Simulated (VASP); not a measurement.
# Mg (P6_3/mmc) in VASP: further runs

Runs on Mg. Level: PBE. Tasks: relaxation of shape and atoms at fixed volume, relaxation of cell and atoms.

Program: VASP 6.6.1. These are calculated values, not measurements. Logs are shortened: lines on timing, memory, paths and dates and some standing lists are left out, and cuts for length are marked.

### 1 The cell of the first run

It takes space group P6_3/mmc (No. 194, hexagonal). Conventional cell: a = 2.920 Å, b = 2.920 Å, c = 4.724 Å, α = 90.00°, β = 90.00°, γ = 120.00°. Within 3.8 Å of Mg (site symmetry -6m2) lie 12 Mg at 2.90 to 2.92 Å.

### 2 Relaxation of shape and atoms at fixed volume, PBE (volume scaled by 0.760)

INCAR reads:

```
PREC = Accurate
ENCUT = 600
EDIFF = 1E-6
ISMEAR = 0
SIGMA = 0.05
LREAL = False
LASPH = True
NELM = 60
ALGO = Normal
ISIF = 4
LWAVE = False
LCHARG = False
GGA = PE
IBRION = 2
NSW = 60
EDIFFG = -0.01
```

KPOINTS reads:

```
regular mesh
0
Gamma
  18 18 10
```

POSCAR reads:

```
Mg
1.0
    2.9200754500      0.0000000000      0.0000000000
   -1.4600377250      2.5288595206      0.0000000000
    0.0000000000      0.0000000000      4.7236685002
Mg
2
Direct
    0.3333333333      0.6666666667      0.2500000000
    0.6666666667      0.3333333333      0.7500000000
```

Potentials or basis: VASP PAW PBE potentials, release 64 (Mg).

On the command line:

```
cat potpaw_PBE.64/Mg/POTCAR > POTCAR
mpirun -np 1 vasp_std > vasp.out
```

OUTCAR:

```text
PREC = Accurate
   ENCUT = 600
   EDIFF = 1E-6
   ISMEAR = 0
   LREAL = False
   LASPH = True
   NELM = 60
   ISIF = 4
   GGA = PE
   IBRION = 2
   NSW = 60
   EDIFFG = -0.01

 ion  position               nearest neighbor table
   1  0.333  0.667  0.250-   2 2.90   2 2.90   2 2.90   2 2.90   2 2.90   2 2.90
   2  0.667  0.333  0.750-   1 2.90   1 2.90   1 2.90   1 2.90   1 2.90   1 2.90

  LATTYP: Found a hexagonal cell.
 ALAT       =     2.9200754500
 C/A-ratio  =     1.6176528932

  Lattice vectors:

 A1 = (   2.9200754500,   0.0000000000,   0.0000000000)
 A2 = (  -1.4600377250,   2.5288595206,   0.0000000000)
 A3 = (   0.0000000000,   0.0000000000,   4.7236685002)

Analysis of symmetry for initial positions (statically):
=====================================================================
 Subroutine PRICEL returns:
 Original cell was already a primitive cell.

 Routine SETGRP: Setting up the symmetry group for a
 hexagonal supercell.

 Subroutine GETGRP returns: Found 24 space group operations
 (whereof 12 operations were pure point group operations)
 out of a pool of 24 trial point group operations.

The static configuration has the point symmetry D_3d.
 The point group associated with its full space group is D_6h.

Analysis of symmetry for dynamics (positions and initial velocities):
=====================================================================
 Subroutine PRICEL returns:
 Original cell was already a primitive cell.

 Routine SETGRP: Setting up the symmetry group for a
 hexagonal supercell.

 Subroutine GETGRP returns: Found 24 space group operations
 (whereof 12 operations were pure point group operations)
 out of a pool of 24 trial point group operations.

The dynamic configuration has the point symmetry D_3d.
 The point group associated with its full space group is D_6h.

 Subroutine INISYM returns: Found 24 space group operations
 (whereof 12 operations are pure point group operations),
 and found     1 'primitive' translations

----------------------------------------------------------------------------------------

                                     Primitive cell

  volume of cell :      34.8817

  direct lattice vectors                    reciprocal lattice vectors
     2.920075450  0.000000000  0.000000000     0.342456905  0.197717586  0.000000000
    -1.460037725  2.528859521  0.000000000     0.000000000  0.395435172  0.000000000
     0.000000000  0.000000000  4.723668500     0.000000000  0.000000000  0.211699868

  length of vectors
     2.920075450  2.920075450  4.723668500     0.395435172  0.395435172  0.211699868

  position of ions in fractional coordinates (direct lattice)
     0.333333333  0.666666667  0.250000000
     0.666666667  0.333333333  0.750000000

  ion indices of the primitive-cell ions
   primitive index   ion index
                 1           1
                 2           2

----------------------------------------------------------------------------------------

 KPOINTS: regular mesh

Automatic generation of k-mesh.
 Grid dimensions read from file:
 generate k-points for:   18   18   10

 Generating k-lattice:

  Cartesian coordinates                     Fractional coordinates (reciprocal lattice)
     0.019025384  0.010984310  0.000000000     0.055555556  0.000000000  0.000000000
     0.000000000  0.021968621  0.000000000     0.000000000  0.055555556  0.000000000
     0.000000000  0.000000000  0.021169987     0.000000000  0.000000000  0.100000000

  Length of vectors
     0.021968621  0.021968621  0.021169987

  Shift w.r.t. Gamma in fractional coordinates (k-lattice)
     0.000000000  0.000000000  0.000000000

[... 54 lines left out ...]
   IBRION =      2    ionic relax: 0-MD 1-quasi-New 2-CG
   NFREE  =      1    steps in history (QN), initial steepest desc. (CG)
   ISIF   =      4    stress and relaxation
   ISYM   =      2    0-nonsym 1-usesym 2-fastsym
   POTIM  = 0.5000    time-step for ionic-motion
   TEBEG  =    0.0;   TEEND  =   0.0 temperature during run
   PSTRESS=    0.0 pullay stress
   NELECT =       4.0000    total number of electrons
   NUPDOWN=      -1.0000    fix difference up-down
   EMIN   =  10.00;   EMAX   =-10.00  energy-range for DOS
   EFERMI =   0.00;   METHOD = LEGACY
   ISMEAR =     0;   SIGMA  =   0.05  broadening in eV -4-tet -1-fermi 0-gaus
   EFERMI_NEDOS =   21; number of points for ismear=-14 and -15
   IALGO  =     38    algorithm
   IMIX   =      4    mixing-type and parameters
     AMIX     =   0.40;   BMIX     =  1.00
     AMIX_MAG =   1.60;   BMIX_MAG =  1.00
  volume/ion in A,a.u.               =      17.44       117.70
  Fermi-wavevector in a.u.,A,eV,Ry     =   0.795357  1.503007  8.606947  0.632593
  Thomas-Fermi vector in A             =   1.901669
   LORBIT       =      0    0 simple, 1 ext, 2 COOP (PROOUT), +10 PAW based schemes
   GGA     = PE    functional components
   LHFCALC =     F    Hartree Fock is set to
   AEXX    =    0.0000 exact exchange contribution
   IVDW    =     0    specifies the selected vdW correction
   LEPSILON=     F    determine dielectric tensor
   LRPA    =     F    only Hartree local field effects (RPA)
 conjugate gradient relaxation of ions
 non-spin polarized calculation
 Gauss-broadening in eV      SIGMA  =   0.05
  energy-cutoff  :      600.00
  volume of cell :       34.88
 maximum number of plane-waves:      1186
 NGX is ok and might be reduce to    24
   NGX = 11   NGY = 11   NGZ = 19

--------------------------------------- Ionic step        1  -------------------------------------------

 number of electron       4.0000000 magnetization

 Free energy of the ion-electron system (eV)
  ---------------------------------------------------
  ext. energy  EPLUGINS =         0.00000000
  ---------------------------------------------------
  free energy    TOTEN  =        -2.55501649 eV

  energy without entropy =       -2.55423856  energy(sigma->0) =       -2.55462752

------------------------ aborting loop because EDIFF is reached ----------------------------------------

  FORCE on cell =-STRESS in cart. coord.  units (eV):
  Direction    XX          YY          ZZ          XY          YZ          ZX
  --------------------------------------------------------------------------------------
  -------------------------------------------------------------------------------------
  Total        3.7060020      3.7060020      3.6653882      0.0000000      0.0000000      0.0000000
  in kB      170.2229232    170.2229232    168.3574621      0.0000000      0.0000000      0.0000000
  external PRESSURE =     169.6011028 kB  Pullay stress =       0.0000000 kB

 VOLUME and BASIS-vectors are now :
 -----------------------------------------------------------------------------
  energy-cutoff  :      600.00
  volume of cell :       34.88
      direct lattice vectors                 reciprocal lattice vectors
     2.920075450  0.000000000  0.000000000     0.342456905  0.197717586  0.000000000
    -1.460037725  2.528859521  0.000000000     0.000000000  0.395435172  0.000000000
     0.000000000  0.000000000  4.723668500     0.000000000  0.000000000  0.211699868

 POSITION                                       TOTAL-FORCE (eV/Angst)
 -----------------------------------------------------------------------------------
     -0.00000      1.68591      1.18092        -0.000000     -0.000000      0.000000
      1.46004      0.84295      3.54275         0.000000      0.000000      0.000000
 -----------------------------------------------------------------------------------
    total drift:                                0.000000     -0.000000      0.000000

  FREE ENERGIE OF THE ION-ELECTRON SYSTEM (eV)
  ---------------------------------------------------
  free  energy   TOTEN  =        -2.5550164877 eV

  energy  without entropy=       -2.5542385616  energy(sigma->0) =       -2.55462752

--------------------------------------- Ionic step        2  -------------------------------------------

 number of electron       4.0000000 magnetization

 Free energy of the ion-electron system (eV)
  ---------------------------------------------------
  ext. energy  EPLUGINS =         0.00000000
  ---------------------------------------------------
  free energy    TOTEN  =        -2.55503651 eV

  energy without entropy =       -2.55427017  energy(sigma->0) =       -2.55465334

 E-fermi :   4.2422     XC(G=0):  -9.3857

 val. band max:        4.2391555827   @ k =   0.3333   0.1111   0.1000
 cond. band min:       4.2440840339   @ k =   0.4444   0.0000   0.4000
 fundamental gap:      0.0049284512
 Fermi energy:         4.2421540464

 k-point     1 :       0.0000    0.0000    0.0000
  band No.  band energies     occupation
      1      -3.9569      2.00000
      2       2.1295      2.00000
      3       3.0597      2.00000
      4      16.8040      0.00000
      5      16.8040      0.00000
      6      17.5195      0.00000
[... 199 lines left out ...]
 k-point    24 :       0.3889    0.1111    0.0000
  band No.  band energies     occupation
      1       0.7643      2.00000
      2       3.1559      2.00000
      3       6.4550      0.00000
      4       7.4559      0.00000
      5       8.8059      0.00000
      6       8.9665      0.00000

 [... further k-points ...]

------------------------ aborting loop because EDIFF is reached ----------------------------------------

  FORCE on cell =-STRESS in cart. coord.  units (eV):
  Direction    XX          YY          ZZ          XY          YZ          ZX
  --------------------------------------------------------------------------------------
  -------------------------------------------------------------------------------------
  Total        3.6992486      3.6992486      3.6782993      0.0000000      0.0000000      0.0000000
  in kB      169.9127254    169.9127254    168.9504910      0.0000000      0.0000000      0.0000000
  external PRESSURE =     169.5919806 kB  Pullay stress =       0.0000000 kB

 VOLUME and BASIS-vectors are now :
 -----------------------------------------------------------------------------
  energy-cutoff  :      600.00
  volume of cell :       34.88
      direct lattice vectors                 reciprocal lattice vectors
     2.921029321  0.000000000  0.000000000     0.342345074  0.197653021 -0.000000000
    -1.460514661  2.529685597 -0.000000000     0.000000000  0.395306042 -0.000000000
     0.000000000  0.000000000  4.720583947    -0.000000000  0.000000000  0.211838199

 POSITION                                       TOTAL-FORCE (eV/Angst)
 -----------------------------------------------------------------------------------
     -0.00000      1.68646      1.18015        -0.000000      0.000000      0.000000
      1.46051      0.84323      3.54044         0.000000     -0.000000     -0.000000
 -----------------------------------------------------------------------------------
    total drift:                                0.000000     -0.000000      0.000000

  FREE ENERGIE OF THE ION-ELECTRON SYSTEM (eV)
  ---------------------------------------------------
  free  energy   TOTEN  =        -2.5550365116 eV

  energy  without entropy=       -2.5542701713  energy(sigma->0) =       -2.55465334

 reached required accuracy - stopping structural energy minimisation
```

Wall time 89 s (1 thread of AMD EPYC 7R13, shared host); peak memory 0.17 GiB.

What came out:

```yaml
Free_energy: -2.5550 eV
Energy_gained_by_relaxing: 0.0 meV/atom
Ionic_steps: 2
Pressure_after_relaxing: 17.0 GPa
Band_gap_on_the_k_mesh: zero (band 2 reaches 5.22 eV, above the bottom of band 3 at 3.06 eV)
```

Final structure:
```yaml
crystal:
  lattice:
    - [2.92103, 0.00000, 0.00000]
    - [-1.46051, 2.52969, 0.00000]
    - [0.00000, 0.00000, 4.72058]
  atoms:
    - { symbol: Mg, position: [0.33333, 0.66667, 0.25000] }
    - { symbol: Mg, position: [0.66667, 0.33333, 0.75000] }
```

Caveat: the cell differs from its parent crystal (volume scaled by 0.760).

### 3 Relaxation of shape and atoms at fixed volume, PBE (volume scaled by 0.960)

INCAR reads:

```
ALGO = Normal
EDIFF = 1E-7
EDIFFG = -0.01
ENCUT = 600
GGA = PE
IBRION = 2
ISIF = 4
ISMEAR = 0
LASPH = True
LCHARG = False
LREAL = False
LWAVE = False
NELM = 80
NSW = 60
PREC = Accurate
SIGMA = 0.05
```

KPOINTS reads:

```
k-points
0
Gamma
  16 16 10
```

POSCAR reads:

```
Mg
1.0
    3.1542139887      0.0000000000      0.0000000000
   -1.5771069944      2.7316294432      0.0000000000
    0.0000000000      0.0000000000      5.1137900264
Mg
2
Direct
    0.3333333333      0.6666666667      0.2500000000
    0.6666666667      0.3333333333      0.7500000000
```

Potentials or basis: VASP PAW PBE potentials, release 64 (Mg).

On the command line:

```
cat potpaw_PBE.64/Mg/POTCAR > POTCAR
mpirun -np 1 vasp_std > vasp.out
```

Run time: 78 s. Hardware: 1 thread of AMD EPYC 7R13, shared host; peak memory 0.19 GiB.

Results (log left out):

```yaml
Free_energy: -2.9996 eV
Pressure_after_relaxing: 1.5 GPa
Band_gap_on_the_k_mesh: zero (band 2 reaches 3.86 eV, above the bottom of band 3 at 1.63 eV)
```

Final structure:
```
CELL_PARAMETERS angstrom
3.15421 0.00000 0.00000
-1.57711 2.73163 0.00000
0.00000 0.00000 5.11379
ATOMIC_POSITIONS crystal
Mg 0.33333 0.66667 0.25000
Mg 0.66667 0.33333 0.75000
```

Levels at points of the mesh, in eV from the Fermi level:
| k point | band 1 | band 2 | band 3 | band 4 | band 5 | band 6 |
| --- | --- | --- | --- | --- | --- | --- |
| (0.00, 0.00, 0.00) | -7.13 | -1.76 | -1.24 | 11.15 | 11.15 | 11.34 |
| (0.50, 0.00, 0.00) | -2.23 | -2.19 | 2.71 | 3.02 | 3.39 | 3.79 |
| (0.00, 0.00, 0.50) | -5.69 | -5.69 | 5.16 | 5.16 | 11.90 | 11.90 |
| (0.50, 0.00, 0.50) | -1.16 | -1.16 | -0.45 | -0.45 | 8.15 | 8.15 |

Caveat: the cell differs from its parent crystal (volume scaled by 0.960); the relaxation stopped at its first step, so nothing moved.

### 4 Relaxation of shape and atoms at fixed volume, PBE (volume scaled by 0.800)

INCAR reads:

```
SYSTEM = Mg
PREC = Accurate ; ENCUT = 600
EDIFF = 1E-7 ; ISMEAR = 0
SIGMA = 0.05 ; LREAL = .False.
LASPH = .True. ; NELM = 80
ALGO = Normal ; ISIF = 4
LWAVE = .False. ; LCHARG = .False.
GGA = PE ; IBRION = 2
NSW = 60 ; EDIFFG = -0.01
```

KPOINTS reads:

```
Automatic mesh
0
Gamma
  18 18 10
  0 0 0
```

POSCAR reads:

```
Mg
1.0
    2.9682290062      0.0000000000      0.0000000000
   -1.4841145031      2.5705617236      0.0000000000
    0.0000000000      0.0000000000      4.8122606590
Mg
2
Direct
    0.3333333333      0.6666666667      0.2500000000
    0.6666666667      0.3333333333      0.7500000000
```

On the command line:

```
cat potpaw_PBE.64/Mg/POTCAR > POTCAR
mpirun -np 1 vasp_std > vasp.out
```

It took 1.7 min on 1 thread of AMD EPYC 7R13, shared host; peak memory 0.18 GiB.

The run converged. Its results:

```
Free energy               : -2.7224 eV
Energy gained by relaxing : 0.0 meV/atom
Ionic steps               : 2
Pressure after relaxing   : 12.4 GPa
Band gap on the k mesh    : zero (band 2 reaches 4.89 eV, above the bottom of band 3 at 2.71 eV)
```

Stress tensor (GPa, compression positive):
```
12.47  0.00  0.00
 0.00 12.47  0.00
 0.00  0.00 12.34
```

Final structure:
```
Mg
1.0
     2.96951    0.00000    0.00000
    -1.48476    2.57167    0.00000
     0.00000    0.00000    4.80810
Mg
2
Direct
  0.33333 0.66667 0.25000
  0.66667 0.33333 0.75000
```

Levels at points of the mesh, in eV from the Fermi level:
```
           k point  band 1  band 2  band 3  band 4  band 5
(0.00, 0.00, 0.00)   -7.95   -2.04   -1.20   12.26   12.26
(0.50, 0.00, 0.00)   -2.55   -2.34    3.04    3.10    4.01
(0.00, 0.00, 0.50)   -6.33   -6.33    5.79    5.79   13.04
(0.50, 0.00, 0.50)   -1.35   -1.35   -0.38   -0.38    8.80
```

Caveat: the cell differs from its parent crystal (volume scaled by 0.800).

### 5 Relaxation of cell and atoms, PBE

This run uses another cell than the first one, of 23.24 Å³/atom, 1.332 times its volume.

INCAR reads:

```
SYSTEM = Mg
  PREC = Accurate
  ENCUT = 600
  EDIFF = 1E-7
  ISMEAR = 0
  SIGMA = 0.05
  LREAL = .False.
  LASPH = .True.
  NELM = 80
  ALGO = Fast
  ISIF = 3
  LWAVE = .False.
  LCHARG = .False.
  GGA = PE
  IBRION = 2
  NSW = 80
  EDIFFG = -0.01
```

KPOINTS reads:

```
Automatic mesh
0
Gamma
  16 16 10
  0 0 0
```

POSCAR reads:

```
Mg
1.0
    3.2093000000      0.0000000000      0.0000000000
   -1.6046500000      2.7793353284      0.0000000000
    0.0000000000      0.0000000000      5.2103000000
Mg
2
Direct
    0.3333333333      0.6666666667      0.2500000000
    0.6666666667      0.3333333333      0.7500000000
```

On the command line:

```
cat potpaw_PBE.64/Mg/POTCAR > POTCAR
mpirun -np 1 vasp_std > vasp.out
```

Run time: 3.8 min. Hardware: 1 thread of Intel Xeon 6975P-C, shared host; peak memory 0.23 GiB.

The run converged. Its results:

- Free energy: -3.0071 eV
- Relaxed volume: 22.87 Å³/atom
- Relaxed cell: a = 3.193 Å, b = 3.193 Å, c = 5.180 Å, α = 90.00°, β = 90.00°, γ = 120.00°
- Space group after relaxing (to 0.05 Å): P6_3/mmc (No. 194)
- Energy gained by relaxing: 0.7 meV/atom
- Ionic steps: 3
- Pressure after relaxing: 0.0 GPa
- Band gap on the k mesh: zero (band 2 reaches 3.65 eV, above the bottom of band 3 at 1.42 eV)

Step by step:
| step | energy change (eV) | largest force (eV/Å) | pressure (GPa) | volume (Å³) |
| --- | --- | --- | --- | --- |
| 1 | 0.0000 | 0.0000 | -0.57 | 46.47 |
| 2 | -0.0012 | 0.0000 | -0.15 | 45.92 |
| 3 | -0.0013 | 0.0000 | 0.00 | 45.74 |

Final structure:
```
CELL_PARAMETERS angstrom
3.19342 0.00000 0.00000
-1.59671 2.76558 0.00000
0.00000 0.00000 5.17958
ATOMIC_POSITIONS crystal
Mg 0.33333 0.66667 0.25000
Mg 0.66667 0.33333 0.75000
```

Levels at points of the mesh, in eV from the Fermi level:
| k point | band 1 | band 2 | band 3 | band 4 | band 5 | band 6 |
| --- | --- | --- | --- | --- | --- | --- |
| (0.00, 0.00, 0.00) | -6.97 | -1.70 | -1.25 | 10.93 | 10.93 | 11.05 |
| (0.50, 0.00, 0.00) | -2.17 | -2.16 | 2.65 | 3.00 | 3.28 | 3.69 |
| (0.00, 0.00, 0.50) | -5.57 | -5.57 | 5.04 | 5.04 | 11.68 | 11.68 |
| (0.50, 0.00, 0.50) | -1.13 | -1.13 | -0.46 | -0.46 | 8.03 | 8.04 |

### 6 Summary

```csv
task,cell,k mesh,gap on the mesh (eV),pressure (GPa)
relaxation of shape and atoms at fixed volume,"relaxed from a = 2.920, b = 2.920, c = 4.724 Å, angles 90.0, 90.0, 120.0°, 2 atoms",18 × 18 × 10,none,17.0
relaxation of shape and atoms at fixed volume,"relaxed from a = 3.154, b = 3.154, c = 5.114 Å, angles 90.0, 90.0, 120.0°, 2 atoms",16 × 16 × 10,none,1.5
relaxation of shape and atoms at fixed volume,"relaxed from a = 2.968, b = 2.968, c = 4.812 Å, angles 90.0, 90.0, 120.0°, 2 atoms",18 × 18 × 10,none,12.4
relaxation of cell and atoms,"relaxed from a = 3.209, b = 3.209, c = 5.210 Å, angles 90.0, 90.0, 120.0°, 2 atoms",16 × 16 × 10,none,0.0
```

Alike in all rows: level PBE; potentials or basis VASP PAW PBE potentials, release 64 (Mg); no spin polarisation; cutoff (eV) 600; smearing gaussian 0.05 eV.

Caveats: the relaxation stopped at its first step, so nothing moved (some runs).

Total energies depend on the potentials used, so only differences within one code and one set of settings carry meaning.
